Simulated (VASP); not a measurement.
# B33N32 (a cell with a defect) in VASP: single point with PBEsol

Aim: the single point of B33N32 (a cell with a defect) with PBEsol.

All numbers are computed with VASP 6.6.1; they aren't measurements. Logs are shortened: lines on timing, memory, paths and dates and some standing lists are left out, and cuts for length are marked.

**1. The cell of the first run**

The cell holds a defect, 65 atoms: a = 7.212 Å, b = 7.212 Å, c = 7.212 Å, α = 90.00°, β = 90.00°, γ = 90.00°.

**2. Single point, PBEsol, collinear spin**

File INCAR:

```
  PREC = Accurate
  ENCUT = 520
  EDIFF = 1E-6
  ISMEAR = -1
  SIGMA = 0.05
  LREAL = Auto
  LASPH = T
  NELM = 200
  ALGO = Normal
  ISIF = 2
  LWAVE = F
  LCHARG = F
  ISPIN = 2
  MAGMOM = 0 0 0 0 0 0 0.091 0.091 0 0 0 0 0 0 0 0 0 0 0 0.091 0 0 0 0.091 0 0 0 0 0 0.091 0 0.091 0.091 0 0 0 0 0 0 0 0.091 0 0.091 0 0 0 0 0 0 0 0 0 0.091 0 0 0 0 0 0 0 0 0 0.091 0 0
  LORBIT = 11
  GGA = PS
  ISYM = 0
  NBANDS = 172
  GGA_COMPAT = F
```

File KPOINTS:

```
Automatic mesh
0
Gamma
  1 1 1
  0.25 0.25 0.25
```

File POSCAR:

```
B33N32
1.0
    7.2115910000      0.0000000000      0.0000000000
    0.0000000000      7.2115910000      0.0000000000
    0.0000000000      0.0000000000      7.2115910000
B N
33 32
Direct
    0.0007320000      0.9992620000      0.0001890000
    0.0059670000      0.0024200000      0.4996820000
    0.9956730000      0.4991620000      0.0070500000
    0.0013960000      0.5006820000      0.5003690000
    0.5012550000      0.9959300000      0.9957470000
    0.5044570000      0.0041910000      0.4955500000
    0.4956590000      0.4901570000      0.0115860000
    0.5194610000      0.5000880000      0.4874100000
    0.2510820000      0.2447110000      0.0026410000
    0.2571780000      0.2558890000      0.5041360000
    0.2448260000      0.7531990000      0.0103130000
    0.2548360000      0.7511360000      0.5013680000
    0.7523860000      0.2479030000      0.0000170000
    0.7553460000      0.2481400000      0.4980850000
    0.7468970000      0.7479440000      0.9968090000
    0.7648270000      0.7541760000      0.4899160000
    0.2527220000      0.0010800000      0.2525240000
    0.2559130000      0.0009970000      0.7485030000
    0.2518460000      0.4993530000      0.2537250000
    0.1914490000      0.5224370000      0.7933360000
    0.7533400000      0.9996880000      0.2463580000
    0.7507690000      0.9974040000      0.7482670000
    0.7538730000      0.4990100000      0.2473440000
    0.7569090000      0.5013950000      0.7460500000
    0.0036040000      0.2495130000      0.2519910000
    0.9981820000      0.2439160000      0.7504920000
    0.0015200000      0.7502920000      0.2505050000
    0.9970190000      0.7568390000      0.7514440000
    0.5035650000      0.2451970000      0.2495270000
    0.5112160000      0.2470140000      0.7498380000
    0.5025940000      0.7511050000      0.2489880000
    0.5166300000      0.7516380000      0.7089190000
    0.4021210000      0.5653500000      0.7325130000
    0.1268300000      0.1233280000      0.1274180000
    0.1314300000      0.1281710000      0.6264460000
    0.1215470000      0.6256980000      0.1332960000
    0.1169040000      0.6320040000      0.6295730000
    0.6276000000      0.1224040000      0.1219820000
    0.6314520000      0.1238550000      0.6237680000
    0.6241410000      0.6234580000      0.1242470000
    0.6536630000      0.6271730000      0.6039530000
    0.3761470000      0.3662850000      0.1323760000
    0.4046960000      0.3795140000      0.6241030000
    0.3766240000      0.8767960000      0.1270310000
    0.3799660000      0.8841990000      0.6145610000
    0.8763090000      0.3734470000      0.1274690000
    0.8790810000      0.3728320000      0.6249040000
    0.8760490000      0.8738400000      0.1230620000
    0.8798550000      0.8804150000      0.6235330000
    0.3794810000      0.1285680000      0.3764400000
    0.3788910000      0.1255150000      0.8738090000
    0.3804000000      0.6247410000      0.3747420000
    0.3389480000      0.5980840000      0.9164380000
    0.8801140000      0.1248070000      0.3742480000
    0.8743910000      0.1214770000      0.8748690000
    0.8821990000      0.6256580000      0.3702380000
    0.8752700000      0.6257520000      0.8762260000
    0.1299630000      0.3769290000      0.3800500000
    0.1130890000      0.3620750000      0.8826340000
    0.1283220000      0.8755230000      0.3756960000
    0.1280620000      0.8773700000      0.8757900000
    0.6339300000      0.3716260000      0.3681790000
    0.6287740000      0.3758550000      0.8762050000
    0.6305200000      0.8772140000      0.3708480000
    0.6234430000      0.8686510000      0.8687490000
```

Potentials or basis: VASP PAW PBE potentials, release 64 (B, N).

Launch:

```console
$ cat potpaw_PBE.64/B/POTCAR potpaw_PBE.64/N/POTCAR > POTCAR
$ mpirun -np 1 vasp_std > vasp.out
```

OUTCAR:

```text
PREC = Accurate
   ENCUT = 520
   EDIFF = 1E-6
   ISMEAR = -1
   LREAL = Auto
   LASPH = T
   NELM = 200
   ISIF = 2
   ISPIN = 2
   LORBIT = 11
   GGA = PS
   ISYM = 0

 ion  position               nearest neighbor table
   1  0.001  0.999  0.000-  48 1.55  61 1.56  55 1.56  34 1.57
   2  0.006  0.002  0.500-  49 1.55  60 1.55  54 1.56  35 1.57
   3  0.996  0.499  0.007-  46 1.52  57 1.57  36 1.58  59 1.58  20 2.10
   4  0.001  0.501  0.500-  58 1.55  56 1.56  47 1.56  37 1.57
   5  0.501  0.996  0.996-  51 1.56  44 1.56  65 1.57  38 1.58
   6  0.504  0.004  0.496-  45 1.51  50 1.53  39 1.56  64 1.57
   7  0.496  0.490  0.012-  42 1.52  53 1.53  40 1.56  63 1.60
   8  0.519  0.500  0.487-  62 1.51  43 1.55  52 1.57  41 1.58  33 2.02
   9  0.251  0.245  0.003-  34 1.54  51 1.57  59 1.57  42 1.57
  10  0.257  0.256  0.504-  58 1.55  35 1.56  50 1.57  43 1.64
  11  0.245  0.753  0.010-  53 1.47  44 1.55  36 1.56  61 1.57
  12  0.255  0.751  0.501-  45 1.55  60 1.57  52 1.58  37 1.61
  13  0.752  0.248  0.000-  38 1.55  55 1.56  63 1.56  46 1.57
  14  0.755  0.248  0.498-  54 1.55  39 1.56  62 1.56  47 1.56
  15  0.747  0.748  0.997-  57 1.55  65 1.55  40 1.56  48 1.59
  16  0.765  0.754  0.490-  41 1.47  56 1.52  49 1.56  64 1.57
  17  0.253  0.001  0.253-  60 1.55  34 1.55  44 1.56  50 1.57
[... 46 lines left out ...]
  64  0.631  0.877  0.371-  21 1.54  31 1.57  16 1.57   6 1.57
  65  0.623  0.869  0.869-  15 1.55   5 1.57  22 1.57  32 1.62

IMPORTANT INFORMATION: All symmetrisations will be switched off!
NOSYMM: (Re-)initialisation of all symmetry stuff for point group C_1.

----------------------------------------------------------------------------------------

                                     Primitive cell

  volume of cell :     375.0535

  direct lattice vectors                    reciprocal lattice vectors
     7.211591000  0.000000000  0.000000000     0.138665656  0.000000000  0.000000000
     0.000000000  7.211591000  0.000000000     0.000000000  0.138665656  0.000000000
     0.000000000  0.000000000  7.211591000     0.000000000  0.000000000  0.138665656

  length of vectors
     7.211591000  7.211591000  7.211591000     0.138665656  0.138665656  0.138665656

  position of ions in fractional coordinates (direct lattice)
     0.000732000  0.999262000  0.000189000
     0.005967000  0.002420000  0.499682000
     0.995673000  0.499162000  0.007050000
     0.001396000  0.500682000  0.500369000
     0.501255000  0.995930000  0.995747000
     0.504457000  0.004191000  0.495550000
[... 57 lines left out ...]
     0.630520000  0.877214000  0.370848000
     0.623443000  0.868651000  0.868749000

  ion indices of the primitive-cell ions
   primitive index   ion index
                 1           1
                 2           2
                 3           3
                 4           4
                 5           5
                 6           6
[... 57 lines left out ...]
                64          64
                65          65

----------------------------------------------------------------------------------------

 KPOINTS: Automatic mesh

Automatic generation of k-mesh.
 Grid dimensions read from file:
 generate k-points for:    1    1    1

 Generating k-lattice:

  Cartesian coordinates                     Fractional coordinates (reciprocal lattice)
     0.138665656  0.000000000  0.000000000     1.000000000  0.000000000  0.000000000
     0.000000000  0.138665656  0.000000000     0.000000000  1.000000000  0.000000000
     0.000000000  0.000000000  0.138665656     0.000000000  0.000000000  1.000000000

  Length of vectors
     0.138665656  0.138665656  0.138665656

  Shift w.r.t. Gamma in fractional coordinates (k-lattice)
     0.250000000  0.250000000  0.250000000

 Subroutine IBZKPT returns following result:
 ===========================================

 Found      4 irreducible k-points:

 Following reciprocal coordinates:
            Coordinates               Weight
  0.250000  0.250000  0.250000      2.000000
 -0.250000  0.250000  0.250000      2.000000
[... 19 lines left out ...]
   NELM   =    200;   NELMIN=  2; NELMDL= -5     # of ELM steps
   EDIFF  = 0.1E-05   stopping-criterion for ELM
   LREAL  =      T    real-space projection
   EDIFFG = 0.1E-04   stopping-criterion for IOM
   NSW    =      0    number of steps for IOM
   IBRION =     -1    ionic relax: 0-MD 1-quasi-New 2-CG
   NFREE  =      0    steps in history (QN), initial steepest desc. (CG)
   ISIF   =      2    stress and relaxation
   ISYM   =      0    0-nonsym 1-usesym 2-fastsym
   POTIM  = 0.5000    time-step for ionic-motion
   TEBEG  =    0.0;   TEEND  =   0.0 temperature during run
   PSTRESS=    0.0 pullay stress
   NELECT =     259.0000    total number of electrons
   NUPDOWN=      -1.0000    fix difference up-down
   EMIN   =  10.00;   EMAX   =-10.00  energy-range for DOS
   EFERMI =   0.00;   METHOD = LEGACY
   ISMEAR =    -1;   SIGMA  =   0.05  broadening in eV -4-tet -1-fermi 0-gaus
   EFERMI_NEDOS =   21; number of points for ismear=-14 and -15
   IALGO  =     38    algorithm
   IMIX   =      4    mixing-type and parameters
     AMIX     =   0.40;   BMIX     =  1.00
     AMIX_MAG =   1.60;   BMIX_MAG =  1.00
  volume/ion in A,a.u.               =       5.77        38.94
  Fermi-wavevector in a.u.,A,eV,Ry     =   1.447028  2.734487 28.489112  2.093891
  Thomas-Fermi vector in A             =   2.565030
   LORBIT       =     11    0 simple, 1 ext, 2 COOP (PROOUT), +10 PAW based schemes
   GGA     = PS    functional components
   LHFCALC =     F    Hartree Fock is set to
   AEXX    =    0.0000 exact exchange contribution
   IVDW    =     0    specifies the selected vdW correction
   LEPSILON=     F    determine dielectric tensor
   LRPA    =     F    only Hartree local field effects (RPA)
 spin polarized calculation
  energy-cutoff  :      520.00
  volume of cell :      375.05
 maximum number of plane-waves:     10107
 NGX is ok and might be reduce to    54
   NGX = 27   NGY = 27   NGZ = 27

 number of electron     259.0000016 magnetization       0.9959254

 Free energy of the ion-electron system (eV)
  ---------------------------------------------------
  ext. energy  EPLUGINS =         0.00000000
  ---------------------------------------------------
  free energy    TOTEN  =      -581.93320232 eV

  energy without entropy =     -581.93182557  energy(sigma->0) =     -581.93251394

 E-fermi :  10.8780     XC(G=0): -13.1226

 val. band max:       10.6140923453   @ k =   0.2500  -0.2500   0.2500
 cond. band min:      11.1313878774   @ k =   0.2500   0.2500   0.2500
 fundamental gap:      0.5172955320
 Fermi energy:        10.8780379138

 spin component 1

 k-point     1 :       0.2500    0.2500    0.2500
  band No.  band energies     occupation
      1     -12.5811      1.00000
      2     -11.7482      1.00000
      3     -11.5406      1.00000
      4     -11.4426      1.00000
      5     -10.7328      1.00000
      6     -10.6086      1.00000
[... 565 lines left out ...]
    140      15.5597      0.00000
    141      15.6720      0.00000
 Fermi energy:        10.8780379138

 spin component 2

 k-point     1 :       0.2500    0.2500    0.2500
  band No.  band energies     occupation
      1     -12.5438      1.00000
      2     -11.7086      1.00000
      3     -11.5219      1.00000
      4     -11.4097      1.00000
      5     -10.7096      1.00000
      6     -10.5897      1.00000
[... 565 lines left out ...]
    140      15.5906      0.00000
    141      15.7019      0.00000
 [bands above 141 left out]

------------------------ aborting loop because EDIFF is reached ----------------------------------------

  FORCE on cell =-STRESS in cart. coord.  units (eV):
  Direction    XX          YY          ZZ          XY          YZ          ZX
  --------------------------------------------------------------------------------------
  -------------------------------------------------------------------------------------
  Total       33.6033610     18.4939093     29.9139759     -4.0453661    -12.0365776    -23.9678521
  in kB      143.5489550     79.0034470    127.7884076    -17.2812500    -51.4186105   -102.3873811
  external PRESSURE =     116.7802699 kB  Pullay stress =       0.0000000 kB

 VOLUME and BASIS-vectors are now :
 -----------------------------------------------------------------------------
  energy-cutoff  :      520.00
  volume of cell :      375.05
      direct lattice vectors                 reciprocal lattice vectors
     7.211591000  0.000000000  0.000000000     0.138665656  0.000000000  0.000000000
     0.000000000  7.211591000  0.000000000     0.000000000  0.138665656  0.000000000
     0.000000000  0.000000000  7.211591000     0.000000000  0.000000000  0.138665656

 POSITION                                       TOTAL-FORCE (eV/Angst)
 -----------------------------------------------------------------------------------
      0.00528      7.20627      0.00136         0.064350      0.051766      0.050382
      0.04303      0.01745      3.60350         0.072728      0.049940      0.054830
      7.18039      3.59975      0.05084         0.055562      0.044656      0.024824
      0.01007      3.61071      3.60846         0.053699      0.086306      0.103034
      3.61485      7.18224      7.18092         0.058008      0.030288      0.060110
      3.63794      0.03022      3.57370         0.044237      0.049417      0.069008
[... 57 lines left out ...]
      4.54705      6.32611      2.67440        -0.051666     -0.052187     -0.054186
      4.49602      6.26436      6.26506        -0.041547     -0.043758     -0.094913
 -----------------------------------------------------------------------------------
    total drift:                               -0.001474     -0.001450      0.010563

  FREE ENERGIE OF THE ION-ELECTRON SYSTEM (eV)
  ---------------------------------------------------
  free  energy   TOTEN  =      -581.9332023215 eV

  energy  without entropy=     -581.9318255655  energy(sigma->0) =     -581.93251394

 total charge

# of ion       s       p       d       tot
------------------------------------------
    1        0.679   1.376   0.000   2.056
    2        0.680   1.379   0.000   2.059
    3        0.679   1.373   0.000   2.052
    4        0.677   1.369   0.000   2.046
    5        0.673   1.355   0.000   2.028
    6        0.688   1.412   0.000   2.101
[... 57 lines left out ...]
   64        1.210   2.762   0.000   3.973
   65        1.206   2.730   0.000   3.935
--------------------------------------------------
tot         61.394 134.786   0.000 196.180

 magnetization (x)

# of ion       s       p       d       tot
------------------------------------------
    1        0.000   0.001   0.000   0.001
    2        0.000   0.001   0.000   0.001
    3        0.001  -0.000   0.000   0.001
    4       -0.000   0.001   0.000   0.001
    5       -0.000   0.001   0.000   0.000
    6        0.000   0.001   0.000   0.002
[... 57 lines left out ...]
   64        0.000   0.000   0.000   0.000
   65        0.002   0.002   0.000   0.004
--------------------------------------------------
tot          0.082   0.572   0.000   0.654
```

Run time: 19 min. Hardware: 1 thread of Intel Xeon Platinum 8259CL at 2.50GHz (Skylake/Cascade Lake), shared host; peak memory 0.71 GiB.

What came out:

| Property | Result |
| --- | --- |
| Free energy | -581.9332 eV |
| Pressure | 11.7 GPa |
| Largest force | 0.213 eV/Å |
| Band gap on the k mesh | 0.52 eV |
| Net moment | 1.00 μB per cell |
| Site moments | B +0.00, -0.00, +0.01, +0.21, -0.01, +0.23; N -0.00, +0.00, +0.03, +0.04, +0.01 μB |
| Valence electrons inside the program's atomic spheres | B 2.06, 2.05, 2.03, 2.10, 2.08, 2.04, 1.98, 2.11, 2.00, 2.15, 2.28, 2.07, 2.13, 2.09, 2.17, 2.35; N 3.98, 3.96, 3.99, 3.97, 4.02, 4.00, 3.95, 4.11, 4.01, 4.03, 3.94 |

Forces in eV/Å, atoms in the order of the input:
```
B    0.064  0.052  0.050
B    0.073  0.050  0.055
B    0.056  0.045  0.025
B    0.054  0.086  0.103
B    0.058  0.030  0.060
B    0.044  0.049  0.069
B    0.043  0.085 -0.005
B    0.040  0.079  0.043
B    0.054  0.070  0.032
B    0.090  0.089  0.092
B    0.048  0.050  0.039
B    0.040  0.025  0.064
B    0.051  0.084  0.057
B    0.066  0.061  0.067
B    0.056  0.047  0.066
B    0.060  0.049  0.082
B    0.057  0.052  0.048
B    0.058  0.036  0.054
B    0.071  0.070  0.037
B    0.183  0.065  0.047
B    0.057  0.049  0.063
B    0.037  0.020  0.062
B    0.080  0.102  0.039
B    0.040  0.052  0.069
B    0.064  0.059  0.050
B    0.055  0.047  0.041
B    0.083  0.051  0.040
B    0.049  0.042  0.030
B    0.047  0.086  0.049
B    0.017  0.059  0.062
B    0.045  0.051  0.035
B    0.054  0.008  0.115
B   -0.034  0.088 -0.018
N   -0.058 -0.053 -0.046
N   -0.052 -0.043 -0.081
N   -0.031 -0.004  0.005
N   -0.118 -0.053 -0.107
N   -0.052 -0.058 -0.046
N   -0.049 -0.058 -0.064
N   -0.036 -0.068 -0.045
N    0.023  0.010 -0.066
N   -0.047 -0.094 -0.022
N   -0.075 -0.155 -0.108
N   -0.040 -0.014 -0.042
N   -0.022  0.006 -0.053
N   -0.055 -0.081 -0.063
N   -0.039 -0.054 -0.081
N   -0.051 -0.047 -0.049
N   -0.045 -0.046 -0.077
N   -0.058 -0.056 -0.059
N   -0.050 -0.052 -0.053
N   -0.056 -0.075 -0.062
N   -0.191 -0.094 -0.008
N   -0.055 -0.063 -0.058
N   -0.049 -0.071 -0.046
N   -0.108 -0.081 -0.103
N   -0.056 -0.066 -0.044
N   -0.070 -0.079 -0.048
N   -0.087 -0.072 -0.004
N   -0.084 -0.067 -0.049
N   -0.051 -0.048 -0.027
N   -0.076 -0.078 -0.061
N   -0.026 -0.077 -0.008
N   -0.052 -0.052 -0.054
N   -0.042 -0.044 -0.095
```

Stress tensor (GPa, compression positive):
```
 14.35  -1.73 -10.24
 -1.73   7.90  -5.14
-10.24  -5.14  12.78
```

Levels at points of the mesh, in eV from the valence-band top:
Spin up:
```csv
k point,band 126,band 127,band 128,band 129,band 130,band 131,band 132,band 133,band 134,band 135
"(0.25, 0.25, 0.25)",-4.12,-3.52,-3.40,-1.28,-0.20,2.08,2.41,2.81,3.05,3.74
```
Spin down:
```tsv
k point	band 127	band 128	band 129	band 130	band 131	band 132
(0.25, 0.25, 0.25)	-3.50	-3.39	-1.14	0.52	2.29	2.45
```

Caveat: the k points lie up to 0.87 Å⁻¹ apart; the PAW data sets were made with another functional, which shifts forces and pressure a little.
